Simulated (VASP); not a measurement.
# Ti (P6_3/mmc) in VASP: notebook

Runs on Ti. Level: PBEsol. Tasks: single point, relaxation of volume and atoms at fixed shape.

Program: VASP 6.6.1. These are calculated values, not measurements. Logs are shortened: lines on timing, memory, paths and dates and some standing lists are left out, and cuts for length are marked.

**1. The cell of the first run**

The structure is hexagonal, space group P6_3/mmc (No. 194). Conventional cell: a = 2.899 Å, b = 2.899 Å, c = 4.600 Å, α = 90.00°, β = 90.00°, γ = 120.00°. Within 3.7 Å of Ti (site symmetry -6m2) lie 12 Ti at 2.84 to 2.90 Å.

**2. Single point, PBEsol**

File INCAR:

```
PREC = Accurate
ENCUT = 520
EDIFF = 1E-7
ISMEAR = 0
SIGMA = 0.1
LREAL = False
LASPH = True
NELM = 80
ALGO = Normal
ISIF = 2
LWAVE = False
LCHARG = False
GGA = PS
NBANDS = 19
```

File KPOINTS:

```
Automatic mesh
0
Gamma
  7 7 4
```

File POSCAR:

```
Ti
1.0
    2.8992628694      0.0000000000      0.0000000000
   -1.4496314347      2.5108352972      0.0000000000
    0.0000000000      0.0000000000      4.5995085522
Ti
2
Direct
    0.3333333333      0.6666666667      0.2500000000
    0.6666666667      0.3333333333      0.7500000000
```

Potentials or basis: VASP PAW PBE potentials, release 64 (Ti_sv).

Launch:

```console
$ cat potpaw_PBE.64/Ti_sv/POTCAR > POTCAR
$ mpirun -np 1 vasp_std > vasp.out
```

OUTCAR:

```text
PREC = Accurate
   ENCUT = 520
   EDIFF = 1E-7
   ISMEAR = 0
   LREAL = False
   LASPH = True
   NELM = 80
   ISIF = 2
   GGA = PS

 ion  position               nearest neighbor table
   1  0.333  0.667  0.250-   2 2.84   2 2.84   2 2.84   2 2.84   2 2.84   2 2.84
   2  0.667  0.333  0.750-   1 2.84   1 2.84   1 2.84   1 2.84   1 2.84   1 2.84

  LATTYP: Found a hexagonal cell.
 ALAT       =     2.8992628694
 C/A-ratio  =     1.5864406780

  Lattice vectors:

 A1 = (   2.8992628694,   0.0000000000,   0.0000000000)
 A2 = (  -1.4496314347,   2.5108352972,   0.0000000000)
 A3 = (   0.0000000000,   0.0000000000,   4.5995085522)

Analysis of symmetry for initial positions (statically):
=====================================================================
 Subroutine PRICEL returns:
 Original cell was already a primitive cell.

 Routine SETGRP: Setting up the symmetry group for a
 hexagonal supercell.

 Subroutine GETGRP returns: Found 24 space group operations
 (whereof 12 operations were pure point group operations)
 out of a pool of 24 trial point group operations.

The static configuration has the point symmetry D_3d.
 The point group associated with its full space group is D_6h.

Analysis of symmetry for dynamics (positions and initial velocities):
=====================================================================
 Subroutine PRICEL returns:
 Original cell was already a primitive cell.

 Routine SETGRP: Setting up the symmetry group for a
 hexagonal supercell.

 Subroutine GETGRP returns: Found 24 space group operations
 (whereof 12 operations were pure point group operations)
 out of a pool of 24 trial point group operations.

The dynamic configuration has the point symmetry D_3d.
 The point group associated with its full space group is D_6h.

 Subroutine INISYM returns: Found 24 space group operations
 (whereof 12 operations are pure point group operations),
 and found     1 'primitive' translations

----------------------------------------------------------------------------------------

                                     Primitive cell

  volume of cell :      33.4825

  direct lattice vectors                    reciprocal lattice vectors
     2.899262869  0.000000000  0.000000000     0.344915258  0.199136917  0.000000000
    -1.449631435  2.510835297  0.000000000     0.000000000  0.398273834  0.000000000
     0.000000000  0.000000000  4.599508552     0.000000000  0.000000000  0.217414532

  length of vectors
     2.899262869  2.899262869  4.599508552     0.398273834  0.398273834  0.217414532

  position of ions in fractional coordinates (direct lattice)
     0.333333333  0.666666667  0.250000000
     0.666666667  0.333333333  0.750000000

  ion indices of the primitive-cell ions
   primitive index   ion index
                 1           1
                 2           2

----------------------------------------------------------------------------------------

 KPOINTS: Automatic mesh

Automatic generation of k-mesh.
 Grid dimensions read from file:
 generate k-points for:    7    7    4

 Generating k-lattice:

  Cartesian coordinates                     Fractional coordinates (reciprocal lattice)
     0.049273608  0.028448131  0.000000000     0.142857143  0.000000000  0.000000000
     0.000000000  0.056896262  0.000000000     0.000000000  0.142857143  0.000000000
     0.000000000  0.000000000  0.054353633     0.000000000  0.000000000  0.250000000

  Length of vectors
     0.056896262  0.056896262  0.054353633

  Shift w.r.t. Gamma in fractional coordinates (k-lattice)
     0.000000000  0.000000000  0.000000000

 Subroutine IBZKPT returns following result:
 ===========================================

 Found     24 irreducible k-points:

 Following reciprocal coordinates:
            Coordinates               Weight
  0.000000  0.000000  0.000000      1.000000
  0.142857  0.000000  0.000000      6.000000
  0.285714  0.000000  0.000000      6.000000
  0.428571  0.000000  0.000000      6.000000
  0.142857  0.142857  0.000000      6.000000
  0.285714  0.142857  0.000000     12.000000
[... 16 lines left out ...]
  0.428571  0.142857  0.500000      6.000000
  0.285714  0.285714  0.500000      6.000000
   k-points           NKPTS =     24   k-points in BZ     NKDIM =     24   number of bands    NBANDS=     19
   number of dos      NEDOS =    301   number of ions     NIONS =      2
   total plane-waves  NPLWV =  20736
   dimension x,y,z NGX =    24 NGY =   24 NGZ =   36
   dimension x,y,z NGXF=    48 NGYF=   48 NGZF=   72
   ions per type =               2
   NGX,Y,Z   is equivalent  to a cutoff of  13.76, 13.76, 13.01 a.u.
   NGXF,Y,Z  is equivalent  to a cutoff of  27.52, 27.52, 26.02 a.u.
 SYSTEM =  unknown system
   PREC   = accura    normal or accurate (medium, high low for compatibility)
   ISTART =      0    job   : 0-new  1-cont  2-samecut
   ICHARG =      2    charge: 1-file 2-atom 10-const
   ISPIN  =      1    spin polarized calculation?
   LNONCOLLINEAR =      F non collinear calculations
   LSORBIT =      F    spin-orbit coupling
   LASPH  =      T    aspherical Exc in radial PAW
   ENCUT  =  520.0 eV  38.22 Ry    6.18 a.u.   5.39  5.39  8.55*2*pi/ulx,y,z
   NELM   =     80;   NELMIN=  2; NELMDL= -5     # of ELM steps
   EDIFF  = 0.1E-06   stopping-criterion for ELM
   LREAL  =      F    real-space projection
   EDIFFG = 0.1E-05   stopping-criterion for IOM
   NSW    =      0    number of steps for IOM
   IBRION =     -1    ionic relax: 0-MD 1-quasi-New 2-CG
   NFREE  =      0    steps in history (QN), initial steepest desc. (CG)
   ISIF   =      2    stress and relaxation
   ISYM   =      2    0-nonsym 1-usesym 2-fastsym
   POTIM  = 0.5000    time-step for ionic-motion
   TEBEG  =    0.0;   TEEND  =   0.0 temperature during run
   PSTRESS=    0.0 pullay stress
   NELECT =      24.0000    total number of electrons
   NUPDOWN=      -1.0000    fix difference up-down
   EMIN   =  10.00;   EMAX   =-10.00  energy-range for DOS
   EFERMI =   0.00;   METHOD = LEGACY
   ISMEAR =     0;   SIGMA  =   0.10  broadening in eV -4-tet -1-fermi 0-gaus
   EFERMI_NEDOS =   21; number of points for ismear=-14 and -15
   IALGO  =     38    algorithm
   IMIX   =      4    mixing-type and parameters
     AMIX     =   0.40;   BMIX     =  1.00
     AMIX_MAG =   1.60;   BMIX_MAG =  1.00
  volume/ion in A,a.u.               =      16.74       112.98
  Fermi-wavevector in a.u.,A,eV,Ry     =   1.465119  2.768673 29.205898  2.146573
  Thomas-Fermi vector in A             =   2.581014
   LORBIT       =      0    0 simple, 1 ext, 2 COOP (PROOUT), +10 PAW based schemes
   GGA     = PS    functional components
   LHFCALC =     F    Hartree Fock is set to
   AEXX    =    0.0000 exact exchange contribution
   IVDW    =     0    specifies the selected vdW correction
   LEPSILON=     F    determine dielectric tensor
   LRPA    =     F    only Hartree local field effects (RPA)
 non-spin polarized calculation
 Gauss-broadening in eV      SIGMA  =   0.10
  energy-cutoff  :      520.00
  volume of cell :       33.48
 maximum number of plane-waves:       929
 NGX is ok and might be reduce to    24
   NGX = 11   NGY = 11   NGZ = 17

 number of electron      23.9999999 magnetization

 Free energy of the ion-electron system (eV)
  ---------------------------------------------------
  ext. energy  EPLUGINS =         0.00000000
  ---------------------------------------------------
  free energy    TOTEN  =       -16.68501772 eV

  energy without entropy =      -16.67277375  energy(sigma->0) =      -16.67889574

 E-fermi :   8.6713     XC(G=0): -11.8130

 val. band max:        8.6620568026   @ k =   0.2857   0.2857   0.2500
 cond. band min:       8.6855040848   @ k =   0.0000   0.0000   0.5000
 fundamental gap:      0.0234472822
 Fermi energy:         8.6712935147

 k-point     1 :       0.0000    0.0000    0.0000
  band No.  band energies     occupation
      1     -47.9717      2.00000
      2     -47.8109      2.00000
      3     -24.6966      2.00000
      4     -23.9823      2.00000
      5     -23.9823      2.00000
      6     -23.8902      2.00000
[... 11 lines left out ...]
     18      10.2929      0.00000
     19      11.9036      0.00000

 k-point     2 :       0.1429    0.0000    0.0000
  band No.  band energies     occupation
      1     -47.9488      2.00000
      2     -47.8020      2.00000
      3     -24.6466      2.00000
      4     -24.0835      2.00000
      5     -24.0153      2.00000
      6     -23.9732      2.00000
[... 11 lines left out ...]
     18      10.2809      0.00000
     19      12.0537      0.00000

 k-point     3 :       0.2857    0.0000    0.0000
  band No.  band energies     occupation
      1     -47.8937      2.00000
      2     -47.7851      2.00000
      3     -24.5177      2.00000
      4     -24.3140      2.00000
      5     -24.1945      2.00000
      6     -24.0848      2.00000
[... 11 lines left out ...]
     18      11.2131      0.00000
     19      12.2498      0.00000

 k-point     4 :       0.4286    0.0000    0.0000
  band No.  band energies     occupation
      1     -47.8416      2.00000
      2     -47.7792      2.00000
      3     -24.5001      2.00000
      4     -24.3756      2.00000
      5     -24.3623      2.00000
      6     -24.1377      2.00000
[... 11 lines left out ...]
     18      12.3384      0.00000
     19      12.4792      0.00000

 k-point     5 :       0.1429    0.1429    0.0000
  band No.  band energies     occupation
      1     -47.9097      2.00000
      2     -47.7892      2.00000
      3     -24.5567      2.00000
      4     -24.2097      2.00000
      5     -24.1806      2.00000
      6     -24.0354      2.00000
[... 11 lines left out ...]
     18      11.1182      0.00000
     19      12.1393      0.00000
[... 334 lines left out ...]
      2     -47.8497      2.00000
      3     -24.3870      2.00000
      4     -24.3870      2.00000
      5     -24.0615      2.00000
      6     -24.0615      2.00000
[... 11 lines left out ...]
     18      11.5846      0.00000
     19      11.9908      0.00000

 k-point    22 :       0.2857    0.1429    0.5000
  band No.  band energies     occupation
      1     -47.8169      2.00000
      2     -47.8169      2.00000
      3     -24.5035      2.00000
      4     -24.5035      2.00000
      5     -24.1321      2.00000
      6     -24.1321      2.00000
[... 11 lines left out ...]
     18      12.1382      0.00000
     19      12.6568      0.00000

 k-point    23 :       0.4286    0.1429    0.5000
  band No.  band energies     occupation
      1     -47.8022      2.00000
      2     -47.8022      2.00000
      3     -24.5627      2.00000
      4     -24.5627      2.00000
      5     -24.1648      2.00000
      6     -24.1648      2.00000
[... 11 lines left out ...]
     18      12.0518      0.00000
     19      13.6346      0.00000

 k-point    24 :       0.2857    0.2857    0.5000
  band No.  band energies     occupation
      1     -47.7986      2.00000
      2     -47.7986      2.00000
      3     -24.5083      2.00000
      4     -24.5083      2.00000
      5     -24.2561      2.00000
      6     -24.2561      2.00000
[... 11 lines left out ...]
     18      12.0253      0.00000
     19      14.6746      0.00000

------------------------ aborting loop because EDIFF is reached ----------------------------------------

  FORCE on cell =-STRESS in cart. coord.  units (eV):
  Direction    XX          YY          ZZ          XY          YZ          ZX
  --------------------------------------------------------------------------------------
  -------------------------------------------------------------------------------------
  Total       -0.1280269     -0.1280269      0.0988154      0.0000000      0.0000000      0.0000000
  in kB       -6.1262469     -6.1262469      4.7284400      0.0000000      0.0000000      0.0000000
  external PRESSURE =      -2.5080179 kB  Pullay stress =       0.0000000 kB

 VOLUME and BASIS-vectors are now :
 -----------------------------------------------------------------------------
  energy-cutoff  :      520.00
  volume of cell :       33.48
      direct lattice vectors                 reciprocal lattice vectors
     2.899262869  0.000000000  0.000000000     0.344915258  0.199136917  0.000000000
    -1.449631435  2.510835297  0.000000000     0.000000000  0.398273834  0.000000000
     0.000000000  0.000000000  4.599508552     0.000000000  0.000000000  0.217414532

 POSITION                                       TOTAL-FORCE (eV/Angst)
 -----------------------------------------------------------------------------------
     -0.00000      1.67389      1.14988        -0.000000      0.000000      0.000000
      1.44963      0.83695      3.44963         0.000000     -0.000000      0.000000
 -----------------------------------------------------------------------------------
    total drift:                               -0.000000      0.000000     -0.000000

  FREE ENERGIE OF THE ION-ELECTRON SYSTEM (eV)
  ---------------------------------------------------
  free  energy   TOTEN  =       -16.6850177236 eV

  energy  without entropy=      -16.6727737526  energy(sigma->0) =      -16.67889574
```

Wall time 13 s (1 thread of Intel Xeon 6975P-C, shared host); peak memory 0.15 GiB.

Results:

| Item | Value |
| --- | --- |
| Free energy | -16.6850 eV |
| Pressure | -0.3 GPa |
| Band gap on the k mesh | zero (band 12 reaches 9.39 eV, above the bottom of band 13 at 8.40 eV) |

Stress tensor (GPa, compression positive):
```
-0.61  0.00  0.00
 0.00 -0.61  0.00
 0.00  0.00  0.47
```

Levels at points of the mesh, in eV from the Fermi level:
```tsv
k point	band 9	band 10	band 11	band 12	band 13	band 14	band 15	band 16
(0.00, 0.00, 0.00)	-6.37	-2.86	0.71	0.71	0.80	0.84	1.24	1.24
(0.00, 0.00, 0.50)	-4.46	-4.46	0.01	0.01	0.62	0.62	0.62	0.62
```

Caveat: the PAW data sets were made with another functional, which shifts forces and pressure a little.

**3. Relaxation of volume and atoms at fixed shape, PBEsol**

This run uses another cell than the first one, of 17.64 Å³/atom, 1.053 times its volume.

File INCAR:

```
SYSTEM = Ti
ALGO = Normal
EDIFF = 1E-6
EDIFFG = -0.02
ENCUT = 600
GGA = PS
IBRION = 2
ISIF = 8
ISMEAR = 0
LASPH = .True.
LCHARG = .False.
LREAL = .False.
LWAVE = .False.
NELM = 80
NSW = 80
PREC = Accurate
SIGMA = 0.1
```

File KPOINTS:

```
k-points
0
Gamma
  7 7 4
  0 0 0
```

File POSCAR:

```
Ti
1.0
    2.9500000000      0.0000000000      0.0000000000
   -1.4750000000      2.5547749412      0.0000000000
    0.0000000000      0.0000000000      4.6800000000
Ti
2
Direct
    0.3333330000      0.6666670000      0.2500000000
    0.6666670000      0.3333330000      0.7500000000
```

Potentials or basis: VASP PAW PBE potentials, release 64 (Ti_sv).

Launch:

```console
$ cat potpaw_PBE.64/Ti_sv/POTCAR > POTCAR
$ mpirun -np 1 vasp_std > vasp.out
```

OUTCAR:

```text
SYSTEM = Ti
   EDIFF = 1E-6
   EDIFFG = -0.02
   ENCUT = 600
   GGA = PS
   IBRION = 2
   ISIF = 8
   ISMEAR = 0
   LASPH = .True.
   LREAL = .False.
   NELM = 80
   NSW = 80
   PREC = Accurate

 ion  position               nearest neighbor table
   1  0.333  0.667  0.250-   2 2.89   2 2.89   2 2.89   2 2.89   2 2.89   2 2.89
   2  0.667  0.333  0.750-   1 2.89   1 2.89   1 2.89   1 2.89   1 2.89   1 2.89

  LATTYP: Found a hexagonal cell.
 ALAT       =     2.9500000000
 C/A-ratio  =     1.5864406780

  Lattice vectors:

 A1 = (   2.9500000000,   0.0000000000,   0.0000000000)
 A2 = (  -1.4750000000,   2.5547749412,   0.0000000000)
 A3 = (   0.0000000000,   0.0000000000,   4.6800000000)

Analysis of symmetry for initial positions (statically):
=====================================================================
 Subroutine PRICEL returns:
 Original cell was already a primitive cell.

 Routine SETGRP: Setting up the symmetry group for a
 hexagonal supercell.

 Subroutine GETGRP returns: Found 24 space group operations
[... 152 lines left out ...]
  energy-cutoff  :      600.00
  volume of cell :       35.27
 maximum number of plane-waves:      1194
 NGX is ok and might be reduce to    24
   NGX = 11   NGY = 11   NGZ = 19

--------------------------------------- Ionic step        1  -------------------------------------------

 number of electron      23.9999997 magnetization

 Free energy of the ion-electron system (eV)
  ---------------------------------------------------
  ext. energy  EPLUGINS =         0.00000000
  ---------------------------------------------------
  free energy    TOTEN  =       -16.64986907 eV

  energy without entropy =      -16.63806539  energy(sigma->0) =      -16.64396723

------------------------ aborting loop because EDIFF is reached ----------------------------------------

  FORCE on cell =-STRESS in cart. coord.  units (eV):
  Direction    XX          YY          ZZ          XY          YZ          ZX
  --------------------------------------------------------------------------------------
  -------------------------------------------------------------------------------------
  Total       -1.3556924     -1.3556924     -1.1577523      0.0000000     -0.0000000      0.0000000
  in kB      -61.5816370    -61.5816370    -52.5903085      0.0000000     -0.0000000      0.0000000
  external PRESSURE =     -58.5845275 kB  Pullay stress =       0.0000000 kB
[... 59 lines left out ...]
--------------------------------------- Ionic step        3  -------------------------------------------

 number of electron      23.9999997 magnetization

 Free energy of the ion-electron system (eV)
  ---------------------------------------------------
  ext. energy  EPLUGINS =         0.00000000
  ---------------------------------------------------
  free energy    TOTEN  =       -16.68550437 eV

  energy without entropy =      -16.67322993  energy(sigma->0) =      -16.67936715

 E-fermi :   8.6934     XC(G=0): -11.8226

 val. band max:        8.6843488358   @ k =   0.2857   0.2857   0.2500
 cond. band min:       8.7072146021   @ k =   0.0000   0.0000   0.5000
 fundamental gap:      0.0228657663
 Fermi energy:         8.6933670708

 k-point     1 :       0.0000    0.0000    0.0000
  band No.  band energies     occupation
      1     -47.9465      2.00000
      2     -47.7843      2.00000
      3     -24.6743      2.00000
      4     -23.9556      2.00000
      5     -23.9556      2.00000
      6     -23.8628      2.00000
[... 474 lines left out ...]
  FREE ENERGIE OF THE ION-ELECTRON SYSTEM (eV)
  ---------------------------------------------------
  free  energy   TOTEN  =       -16.6855043679 eV

  energy  without entropy=      -16.6732299292  energy(sigma->0) =      -16.67936715

 reached required accuracy - stopping structural energy minimisation
```

OSZICAR:

```text
N       E                     dE             d eps       ncg     rms          rms(c)
DAV:   1     0.258341764069E+03    0.25834E+03   -0.14856E+04   768   0.204E+03
DAV:   2     0.100969458389E+02   -0.24824E+03   -0.24676E+03   800   0.515E+02
DAV:   3    -0.177247610756E+02   -0.27822E+02   -0.27662E+02  1504   0.141E+02
[... 29 lines left out ...]
DAV:   5    -0.166829836433E+02   -0.10721E-01   -0.24785E-02  1024   0.103E+00    0.338E-01
DAV:   6    -0.166850056333E+02   -0.20220E-02   -0.57636E-03  1112   0.706E-01    0.868E-02
DAV:   7    -0.166854012109E+02   -0.39558E-03   -0.83554E-04  1024   0.200E-01    0.395E-02
DAV:   8    -0.166855006057E+02   -0.99395E-04   -0.19500E-04  1048   0.865E-02    0.141E-02
DAV:   9    -0.166855042577E+02   -0.36520E-05   -0.18063E-05  1112   0.384E-02    0.221E-03
DAV:  10    -0.166855043679E+02   -0.11024E-06   -0.48111E-07   472   0.624E-03
   3 F= -.16685504E+02 E0= -.16679367E+02  d E =-.356353E-01
```

It took 36 s on 1 thread of Intel Xeon 6975P-C, shared host; peak memory 0.17 GiB.

What came out:

- Free energy: -16.6855 eV
- Relaxed volume: 16.71 Å³/atom
- Relaxed cell: a = 2.897 Å, b = 2.897 Å, c = 4.596 Å, α = 90.00°, β = 90.00°, γ = 120.00°
- Space group after relaxing (to 0.05 Å): P6_3/mmc (No. 194)
- Energy gained by relaxing: 17.8 meV/atom
- Ionic steps: 3
- Pressure after relaxing: 0.0 GPa
- Band gap on the k mesh: zero (band 12 reaches 9.41 eV, above the bottom of band 13 at 8.42 eV)

Stress tensor (GPa, compression positive):
```
-0.39  0.00  0.00
 0.00 -0.39  0.00
 0.00  0.00  0.69
```

Step by step:
| step | energy change (eV) | largest force (eV/Å) | pressure (GPa) | volume (Å³) |
| --- | --- | --- | --- | --- |
| 1 | 0.0000 | 0.0000 | -5.86 | 35.27 |
| 2 | -0.0149 | 0.0000 | 5.07 | 32.08 |
| 3 | -0.0356 | 0.0000 | -0.03 | 33.42 |

Final structure:
```cif
data_structure
_symmetry_space_group_name_H-M 'P 1'
_symmetry_Int_Tables_number 1
_cell_length_a 2.8973
_cell_length_b 2.8973
_cell_length_c 4.5964
_cell_angle_alpha 90.000
_cell_angle_beta 90.000
_cell_angle_gamma 120.000
_cell_volume 33.42
loop_
_atom_site_label
_atom_site_type_symbol
_atom_site_fract_x
_atom_site_fract_y
_atom_site_fract_z
_atom_site_occupancy
Ti1 Ti 0.33333 0.66667 0.25000 1
Ti2 Ti 0.66667 0.33333 0.75000 1
```

Caveat: the PAW data sets were made with another functional, which shifts forces and pressure a little.
